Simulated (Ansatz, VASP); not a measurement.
**Two plane-wave programs on BeTe**

POSCAR

```
BeTe
1.0
    0.0000000000      2.8286228801      2.8286228801
    2.8286228801      0.0000000000      2.8286228801
    2.8286228801      2.8286228801      0.0000000000
Be Te
1 1
Direct
    0.0000000000      0.0000000000      0.0000000000
    0.2500000000      0.2500000000      0.2500000000
```

Contents of INCAR.step1:

```
  ALGO = Normal
  EDIFF = 1E-5
  ENCUT = 520
  GGA = PE
  ISIF = 2
  ISMEAR = 0
  LASPH = True
  LCHARG = False
  LREAL = False
  LWAVE = True
  NBANDS = 11
  NELM = 60
  PREC = Accurate
  SIGMA = 0.01
```

File INCAR.step2:

```
  ALGO = Normal
  EDIFF = 1E-7
  ENCUT = 520
  GGA = PE
  HFSCREEN = 0.2079
  ISIF = 2
  ISMEAR = 0
  ISTART = 1
  LASPH = True
  LCHARG = False
  LHFCALC = True
  LREAL = False
  LWAVE = False
  NBANDS = 11
  NELM = 60
  PREC = Accurate
  PRECFOCK = Normal
  SIGMA = 0.01
```

File KPOINTS:

```
k-points
0
Gamma
  4 4 4
```

Input for Ansatz:

```yaml
crystal:
  lattice:
    - [0.0, 2.8286228801, 2.8286228801]
    - [2.8286228801, 0.0, 2.8286228801]
    - [2.8286228801, 2.8286228801, 0.0]
  atoms:
    - { symbol: Be, position: [0.0, 0.0, 0.0] }
    - { symbol: Te, position: [0.25, 0.25, 0.25] }
kpoints:
  mp_grid: { grid: [4, 4, 4] }
hamiltonian:
  xc: hse06
scf:
  occupations: { method: fixed }
  n_extra_bands: 4
output:
  forces: true
  stress: true
  eigenvalues: true
```

Alike in both runs: task single point; functional HSE06; k mesh 4 × 4 × 4; no spin polarisation.

```csv
,VASP,Ansatz
version,VASP 6.6.1,Ansatz 0.2.0
potentials or method,"VASP PAW PBE potentials, release 64 (Be, Te)","plane waves, PAW"
plane-wave cutoff (eV),520,420
occupations,"gaussian, width 0.01 eV",fixed
valence electrons in the cell,8,18
```

```csv
,VASP,Ansatz,Ansatz less VASP
gap on the k mesh at the Fermi level (eV),2.69,2.71,+0.021
pressure (GPa),-0.5,-0.4,+0.11
```

VASP's potentials hold 8 valence electrons a cell and Ansatz's 18, so a difference there can come from the potentials and not from the codes. Ansatz's warnings: stress exchange threshold loose, stress scf threshold loose.

The k mesh is coarse, so the values compare programs but aren't converged. Neither program's run includes spin-orbit coupling.
